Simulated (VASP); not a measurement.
# La (I4_1/amd) in VASP: relaxation of cell and atoms with PBEsol

Aim: the relaxation of cell and atoms of La with PBEsol.

Program: VASP 6.6.1. These are calculated values, not measurements. Logs are shortened: lines on timing, memory, paths and dates and some standing lists are left out, and cuts for length are marked.

## 1. The cell of the first run

Symmetry: I4_1/amd, No. 141, tetragonal system. The conventional cell has a = 5.435 Å, b = 5.435 Å, c = 3.306 Å, α = 90.00°, β = 90.00°, γ = 90.00°. La (site symmetry -4m2) has 10 La at 2.84 to 3.68 Å within 3.7 Å.

## 2. Relaxation of cell and atoms, PBEsol, target pressure 17 GPa, at which the enthalpy is minimised

INCAR

```
PREC = Accurate
ENCUT = 600
EDIFF = 1E-6
ISMEAR = -1
SIGMA = 0.08
LREAL = False
LASPH = True
NELM = 60
ALGO = Normal
ISIF = 3
LWAVE = False
LCHARG = False
GGA = PS
IBRION = 2
NSW = 32
EDIFFG = -0.005
PSTRESS = 170.0
```

KPOINTS

```
Automatic mesh
0
Gamma
  14 14 14
```

POSCAR

```
La
1.0
   -2.7174160153      2.7174160153      1.6529410502
    2.7174160153     -2.7174160153      1.6529410502
    2.7174160153      2.7174160153     -1.6529410502
La
2
Direct
   -0.3750000000     -0.1250000000     -0.2500000000
    0.3750000000      0.1250000000      0.2500000000
```

Potentials or basis: VASP PAW PBE potentials, release 64 (La).

Command:

```console
> cat potpaw_PBE.64/La/POTCAR > POTCAR
> mpirun -np 1 vasp_std > vasp.out
```

OUTCAR:

```text
PREC = Accurate
   ENCUT = 600
   EDIFF = 1E-6
   ISMEAR = -1
   LREAL = False
   LASPH = True
   NELM = 60
   ISIF = 3
   GGA = PS
   IBRION = 2
   NSW = 32
   EDIFFG = -0.005
   PSTRESS = 170.0

 ion  position               nearest neighbor table
   1  0.625  0.875  0.750-   2 2.84   2 2.84   2 2.84   2 2.84   2 3.68   2 3.68   2 3.68   2 3.68

   2  0.375  0.125  0.250-   1 2.84   1 2.84   1 2.84   1 2.84   1 3.68   1 3.68   1 3.68   1 3.68

  LATTYP: Found a body centered tetragonal cell.
 ALAT       =     5.4348320306
 C/A-ratio  =     0.6082767750

  Lattice vectors:

 A1 = (  -2.7174160153,   2.7174160153,   1.6529410502)
 A2 = (   2.7174160153,  -2.7174160153,   1.6529410502)
 A3 = (   2.7174160153,   2.7174160153,  -1.6529410502)

Analysis of symmetry for initial positions (statically):
=====================================================================
 Subroutine PRICEL returns:
 Original cell was already a primitive cell.

 Routine SETGRP: Setting up the symmetry group for a
 body centered tetragonal supercell.

 Subroutine GETGRP returns: Found 16 space group operations
 (whereof  4 operations were pure point group operations)
 out of a pool of 16 trial point group operations.

The static configuration has the point symmetry C_2h.
 The point group associated with its full space group is D_4h.

Analysis of symmetry for dynamics (positions and initial velocities):
=====================================================================
 Subroutine PRICEL returns:
 Original cell was already a primitive cell.

 Routine SETGRP: Setting up the symmetry group for a
 body centered tetragonal supercell.

 Subroutine GETGRP returns: Found 16 space group operations
 (whereof  4 operations were pure point group operations)
 out of a pool of 16 trial point group operations.

The dynamic configuration has the point symmetry C_2h.
 The point group associated with its full space group is D_4h.

 Subroutine INISYM returns: Found 16 space group operations
 (whereof  4 operations are pure point group operations),
 and found     1 'primitive' translations

----------------------------------------------------------------------------------------

                                     Primitive cell

  volume of cell :      48.8236

  direct lattice vectors                    reciprocal lattice vectors
    -2.717416015  2.717416015  1.652941050     0.000000000  0.183998327  0.302491126
     2.717416015 -2.717416015  1.652941050     0.183998327  0.000000000  0.302491126
     2.717416015  2.717416015 -1.652941050     0.183998327  0.183998327  0.000000000

  length of vectors
     4.183409341  4.183409341  4.183409341     0.354056868  0.354056868  0.260212929

  position of ions in fractional coordinates (direct lattice)
     0.625000000  0.875000000  0.750000000
     0.375000000  0.125000000  0.250000000

  ion indices of the primitive-cell ions
   primitive index   ion index
                 1           1
                 2           2

----------------------------------------------------------------------------------------

 KPOINTS: Automatic mesh

Automatic generation of k-mesh.
 Grid dimensions read from file:
 generate k-points for:   14   14   14

 Generating k-lattice:

  Cartesian coordinates                     Fractional coordinates (reciprocal lattice)
     0.000000000  0.013142738  0.021606509     0.071428571  0.000000000  0.000000000
     0.013142738  0.000000000  0.021606509     0.000000000  0.071428571  0.000000000
     0.013142738  0.013142738  0.000000000     0.000000000  0.000000000  0.071428571

  Length of vectors
     0.025289776  0.025289776  0.018586638

  Shift w.r.t. Gamma in fractional coordinates (k-lattice)
     0.000000000  0.000000000  0.000000000

 Subroutine IBZKPT returns following result:
 ===========================================

 Found    244 irreducible k-points:

 Following reciprocal coordinates:
            Coordinates               Weight
  0.000000  0.000000  0.000000      1.000000
  0.071429  0.000000  0.000000      8.000000
  0.142857 -0.000000  0.000000      8.000000
  0.214286 -0.000000  0.000000      8.000000
  0.285714 -0.000000  0.000000      8.000000
  0.357143 -0.000000  0.000000      8.000000
[... 16 lines left out ...]
  0.214286  0.142857  0.000000     16.000000
  0.285714  0.142857  0.000000     16.000000
 [... further k-points ...]
   k-points           NKPTS =    244   k-points in BZ     NKDIM =    244   number of bands    NBANDS=     15
   number of dos      NEDOS =    301   number of ions     NIONS =      2
   total plane-waves  NPLWV =  46656
   dimension x,y,z NGX =    36 NGY =   36 NGZ =   36
   dimension x,y,z NGXF=    72 NGYF=   72 NGZF=   72
   ions per type =               2
   NGX,Y,Z   is equivalent  to a cutoff of  14.31, 14.31, 14.31 a.u.
   NGXF,Y,Z  is equivalent  to a cutoff of  28.61, 28.61, 28.61 a.u.
 SYSTEM =  unknown system
   PREC   = accura    normal or accurate (medium, high low for compatibility)
   ISTART =      0    job   : 0-new  1-cont  2-samecut
   ICHARG =      2    charge: 1-file 2-atom 10-const
   ISPIN  =      1    spin polarized calculation?
   LNONCOLLINEAR =      F non collinear calculations
   LSORBIT =      F    spin-orbit coupling
   LASPH  =      T    aspherical Exc in radial PAW
   ENCUT  =  600.0 eV  44.10 Ry    6.64 a.u.   8.36  8.36  8.36*2*pi/ulx,y,z
   NELM   =     60;   NELMIN=  2; NELMDL= -5     # of ELM steps
   EDIFF  = 0.1E-05   stopping-criterion for ELM
   LREAL  =      F    real-space projection
   EDIFFG = -.5E-02   stopping-criterion for IOM
   NSW    =     32    number of steps for IOM
   IBRION =      2    ionic relax: 0-MD 1-quasi-New 2-CG
   NFREE  =      1    steps in history (QN), initial steepest desc. (CG)
   ISIF   =      3    stress and relaxation
   ISYM   =      2    0-nonsym 1-usesym 2-fastsym
   POTIM  = 0.5000    time-step for ionic-motion
   TEBEG  =    0.0;   TEEND  =   0.0 temperature during run
   PSTRESS=  170.0 pullay stress
   NELECT =      22.0000    total number of electrons
   NUPDOWN=      -1.0000    fix difference up-down
   EMIN   =  10.00;   EMAX   =-10.00  energy-range for DOS
   EFERMI =   0.00;   METHOD = LEGACY
   ISMEAR =    -1;   SIGMA  =   0.08  broadening in eV -4-tet -1-fermi 0-gaus
   EFERMI_NEDOS =   21; number of points for ismear=-14 and -15
   IALGO  =     38    algorithm
   IMIX   =      4    mixing-type and parameters
     AMIX     =   0.40;   BMIX     =  1.00
     AMIX_MAG =   1.60;   BMIX_MAG =  1.00
  volume/ion in A,a.u.               =      24.41       164.74
  Fermi-wavevector in a.u.,A,eV,Ry     =   1.255083  2.371763 21.432358  1.575234
  Thomas-Fermi vector in A             =   2.388857
   LORBIT       =      0    0 simple, 1 ext, 2 COOP (PROOUT), +10 PAW based schemes
   GGA     = PS    functional components
   LHFCALC =     F    Hartree Fock is set to
   AEXX    =    0.0000 exact exchange contribution
   IVDW    =     0    specifies the selected vdW correction
   LEPSILON=     F    determine dielectric tensor
   LRPA    =     F    only Hartree local field effects (RPA)
 conjugate gradient relaxation of ions
 non-spin polarized calculation
  energy-cutoff  :      600.00
  volume of cell :       48.82
 maximum number of plane-waves:      1671
 NGX is ok and might be reduce to    36
   NGX = 17   NGY = 17   NGZ = 17

--------------------------------------- Ionic step        1  -------------------------------------------

 number of electron      21.9999999 magnetization

 Free energy of the ion-electron system (eV)
  ---------------------------------------------------
  ext. energy  EPLUGINS =         0.00000000
  ---------------------------------------------------
  free energy    TOTEN  =        -9.58437246 eV

  energy without entropy =       -9.53698514  energy(sigma->0) =       -9.56067880

------------------------ aborting loop because EDIFF is reached ----------------------------------------

  FORCE on cell =-STRESS in cart. coord.  units (eV):
  Direction    XX          YY          ZZ          XY          YZ          ZX
  --------------------------------------------------------------------------------------
  -------------------------------------------------------------------------------------
  Total        5.2299700      5.2299700      5.2604892      0.0000000     -0.0000000      0.0000000
  in kB      171.6248457    171.6248457    172.6263539      0.0000000     -0.0000000      0.0000000
  external PRESSURE =       1.9586818 kB  Pullay stress =     170.0000000 kB
[... 97 lines left out ...]
  energy  without entropy=       -9.5483143354  energy(sigma->0) =       -9.57203481

  enthalpy is  TOTEN    =        -4.4039777660 eV   P V=        5.1917775131

[... ionic steps 4 to 7 ...]

--------------------------------------- Ionic step        8  -------------------------------------------

 number of electron      21.9999999 magnetization

------------------------ aborting loop because EDIFF is reached ----------------------------------------
[... 71 lines left out ...]
--------------------------------------- Ionic step       10  -------------------------------------------

 number of electron      21.9999999 magnetization

 Free energy of the ion-electron system (eV)
  ---------------------------------------------------
  ext. energy  EPLUGINS =         0.00000000
  ---------------------------------------------------
  free energy    TOTEN  =        -9.59536988 eV

  energy without entropy =       -9.54799287  energy(sigma->0) =       -9.57168138

 E-fermi :  12.3339     XC(G=0): -11.4799

 val. band max:       12.3267365989   @ k =  -0.3571   0.5000   0.3571
 cond. band min:      12.3346793343   @ k =  -0.4286  -0.4286   0.3571
 fundamental gap:      0.0079427354
 Fermi energy:        12.3338934148

 k-point     1 :       0.0000    0.0000    0.0000
  band No.  band energies     occupation
      1     -20.9231      2.00000
      2     -18.7604      2.00000
      3      -5.7432      2.00000
      4      -5.7432      2.00000
      5      -2.6226      2.00000
      6      -2.5081      2.00000
      7      -1.5946      2.00000
      8      -1.5946      2.00000
      9       8.3425      2.00000
     10      10.1148      2.00000
     11      11.6196      1.99973
     12      11.7877      1.99783
     13      13.0785      0.00018
     14      13.5468      0.00000
[... 401 lines left out ...]
      2     -19.0535      2.00000
      3      -5.8263      2.00000
      4      -5.3383      2.00000
      5      -4.5911      2.00000
      6      -4.0419      2.00000
      7      -2.1079      2.00000
      8      -1.6974      2.00000
      9       9.6207      2.00000
     10      10.2704      2.00000
     11      11.9037      1.99080
     12      12.8005      0.00584
     13      13.6900      0.00000
     14      14.3549      0.00000
     15      14.6294      0.00000

 [... further k-points ...]
[... 5 lines left out ...]
  --------------------------------------------------------------------------------------
  -------------------------------------------------------------------------------------
  Total        5.1846944      5.1846944      5.1854491     -0.0000000      0.0000000     -0.0000000
  in kB      169.7809673    169.7809673    169.8056800     -0.0000000      0.0000000     -0.0000000
  external PRESSURE =      -0.2107951 kB  Pullay stress =     170.0000000 kB
[... 21 lines left out ...]
  energy  without entropy=       -9.5479928675  energy(sigma->0) =       -9.57168138

  enthalpy is  TOTEN    =        -4.4039867330 eV   P V=        5.1913831519

 reached required accuracy - stopping structural energy minimisation
```

Run time: 15 min. Hardware: 1 thread of Intel Xeon 6975P-C, shared host; peak memory 0.41 GiB.

Results:

```yaml
Free_energy: -9.5954 eV
Relaxed_volume: 24.46 Å³/atom
Relaxed_cell: a = 4.186 Å, b = 4.186 Å, c = 4.186 Å, α = 99.00°, β = 99.00°, γ = 133.41°
Space_group_after_relaxing_to_0.05_Å: I4_1/amd (No. 141)
Energy_change_on_relaxing_the_enthalpy_is_what_falls: -5.5 meV/atom
Ionic_steps: 10
Pressure_after_relaxing: 17.0 GPa
Band_gap_on_the_k_mesh: zero (band 11 reaches 13.44 eV, above the bottom of band 12 at 11.40 eV)
```

Step by step:
| step | energy change (eV) | largest force (eV/Å) | pressure (GPa) | volume (Å³) |
| --- | --- | --- | --- | --- |
| 1 | 0.0000 | 0.0000 | 17.20 | 48.82 |
| 2 | -0.0224 | 0.0000 | 16.69 | 49.03 |
| 3 | -0.0114 | 0.0000 | 16.98 | 48.93 |
| 4 | -0.0112 | 0.0000 | 16.95 | 48.93 |
| 5 | -0.0056 | 0.0000 | 17.09 | 48.88 |
| 6 | -0.0098 | 0.0000 | 17.01 | 48.91 |
| 7 | -0.0103 | 0.0000 | 17.02 | 48.92 |
| 8 | -0.0107 | 0.0000 | 17.03 | 48.92 |
| 9 | -0.0109 | 0.0000 | 16.97 | 48.93 |
| 10 | -0.0110 | 0.0000 | 16.98 | 48.93 |

Final structure:
```
CELL_PARAMETERS angstrom
-2.71841 2.71841 1.65521
2.71841 -2.71841 1.65521
2.71841 2.71841 -1.65521
ATOMIC_POSITIONS crystal
La 0.62500 0.87500 0.75000
La 0.37500 0.12500 0.25000
```

Caveat: the cell is relaxed towards a set pressure, so the enthalpy falls and the energy may rise; the PAW data sets were made with another functional, which shifts forces and pressure a little; spin-orbit coupling is left out, which moves the levels of the heavy elements.
